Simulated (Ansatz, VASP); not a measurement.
MoOs2: VASP beside Ansatz

The input INCAR:

```
SYSTEM = MoOs2
PREC = Accurate
ENCUT = 600
EDIFF = 1E-6
ISMEAR = 0
SIGMA = 0.1
LREAL = .FALSE.
LASPH = .TRUE.
NELM = 120
ALGO = Normal
ISIF = 2
LWAVE = .FALSE.
LCHARG = .TRUE.
GGA = PE
LELF = .TRUE.
LVHAR = .TRUE.
NBANDS = 39
GGA_COMPAT = .FALSE.
```

KPOINTS

```
regular mesh
0
G
  4 4 6
  0 0 0
```

File POSCAR:

```
MoOs2
1.0
    4.3301906026      0.0000000000      0.0000000000
    0.0000000000      5.2849642134      0.0000000000
    0.0000000000      0.0000000000      3.2992299547
Mo Os
2 4
Direct
    0.0000000000      0.0000000000      0.0000000000
    0.5000000000      0.5000000000      0.5000000000
    0.2004000000      0.3787000000      0.0000000000
    0.7996000000      0.6213000000      0.0000000000
    0.7004000000      0.1213000000      0.5000000000
    0.2996000000      0.8787000000      0.5000000000
```

Input for Ansatz:

```yaml
crystal:
  lattice:
    - [4.3301906026, 0.0, 0.0]
    - [0.0, 5.2849642134, 0.0]
    - [0.0, 0.0, 3.2992299547]
  atoms:
    - { symbol: Mo, position: [0.0, 0.0, 0.0] }
    - { symbol: Mo, position: [0.5, 0.5, 0.5] }
    - { symbol: Os, position: [0.2004, 0.3787, 0.0] }
    - { symbol: Os, position: [0.7996, 0.6213, 0.0] }
    - { symbol: Os, position: [0.7004, 0.1213, 0.5] }
    - { symbol: Os, position: [0.2996, 0.8787, 0.5] }
basis:
  ecutwfc: 420
kpoints:
  mp_grid: { grid: [4, 4, 6] }
hamiltonian:
  xc: pbe
scf:
  occupations: { method: gaussian, width: 0.1 }
  lower_state_search: "off"
output:
  forces: true
  stress: true
  eigenvalues: true
```

Alike in both runs: task single point; functional PBE; k mesh 4 × 4 × 6; occupations gaussian, width 0.1 eV; no spin polarisation.

```csv
,VASP,Ansatz
version,VASP 6.6.1,Ansatz 0.2.0
potentials or method,"VASP PAW PBE potentials, release 64 (Mo_sv, Os), cutoff 600 eV","scalar-relativistic, plane waves, PAW"
valence electrons in the cell,60,92
```

Ansatz gave:

```
gap on the k mesh at the Fermi level (eV) : none
rms of the force components (eV/Å)        : 1.212
```

Task: Estimate VASP's values.

Result: gap on the k mesh at the Fermi level (eV): none; rms of the force components (eV/Å): 0.984.

Atom by atom the forces differ by 0.399 eV/Å (rms over components). A gap of «none» marks a metal or a gap that the smearing closes. VASP's potentials hold 60 valence electrons a cell and Ansatz's 92, so a difference there can come from the potentials and not from the codes.

The k mesh is coarse, so the values compare programs but aren't converged. Neither program's run includes spin-orbit coupling.
